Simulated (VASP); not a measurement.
A run of VASP 6.6.1 is set up as follows.

File INCAR:

```
PREC = Accurate
ENCUT = 520
EDIFF = 1E-7
ISMEAR = -1
SIGMA = 0.05
LREAL = F
LASPH = T
NELM = 100
ALGO = Normal
ISIF = 2
LWAVE = F
LCHARG = T
GGA = PS
LELF = T
LVHAR = T
NBANDS = 25
```

File KPOINTS:

```
regular mesh
0
Gamma
  9 9 9
```

POSCAR

```
CO2
1.0
   -1.9878050434      1.9878050434      3.0340192307
    1.9878050434     -1.9878050434      3.0340192307
    1.9878050434      1.9878050434     -3.0340192307
O C
4 2
Direct
    0.8750000000      0.9597980000      0.5847980000
    0.3750000000      0.2902020000      0.4152020000
    0.0402020000      0.6250000000      0.9152020000
    0.7097980000      0.1250000000      0.0847980000
    0.0000000000      0.0000000000      0.0000000000
    0.7500000000      0.2500000000      0.5000000000
```

Potentials or basis: VASP PAW PBE potentials, release 64 (O, C).

The run is started by

```console
$ cat potpaw_PBE.64/O/POTCAR potpaw_PBE.64/C/POTCAR > POTCAR
$ mpirun -np 1 vasp_std > vasp.out
```

(1) What does it give for the pressure?

(2) What does it give for the largest force?

Results:

(1) -9.7 GPa.

(2) 0.385 eV/Å.

Caveat: the PAW data sets were made with another functional, which shifts forces and pressure a little.
